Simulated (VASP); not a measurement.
Al13Si3C3N13, 96 atoms in the cell. The typed cell holds 96 atoms: a = 9.348 Å, b = 10.774 Å, c = 9.986 Å, α = 90.00°, β = 90.00°, γ = 90.00°. 

* Program: VASP 6.6.1
* Task: single point
* Functional: PBEsol
* Potentials or basis: VASP PAW PBE potentials, release 64 (Al, Si, N, C)
* Cutoff: 700 eV
* k mesh: 1 × 1 × 1, shifted
* Occupations: fermi-dirac, width 0.05 eV
* Spin: no spin polarisation
* Dipole correction: no
* Further INCAR settings: LREAL = Auto; ALGO = Normal; EDIFF = 1e-06; NBANDS = 246; ISYM = -1

Potentials or basis: VASP PAW PBE potentials, release 64 (Al, Si, N, C).

Launch:

```bash
$ cat potpaw_PBE.64/Al/POTCAR potpaw_PBE.64/Si/POTCAR potpaw_PBE.64/N/POTCAR potpaw_PBE.64/C/POTCAR > POTCAR
$ mpirun -np 1 vasp_std > vasp.out
```

Hardware: 1 thread of Intel(R) Xeon(R) Platinum 8488C (Sapphire Rapids) (shared host).

Q: Estimate the wall time of this run.

A: It took 13 min on 1 thread of Intel(R) Xeon(R) Platinum 8488C (Sapphire Rapids), with other jobs on the host, peak memory 1.5 GiB. Counts: scf iterations 17, k points 1.
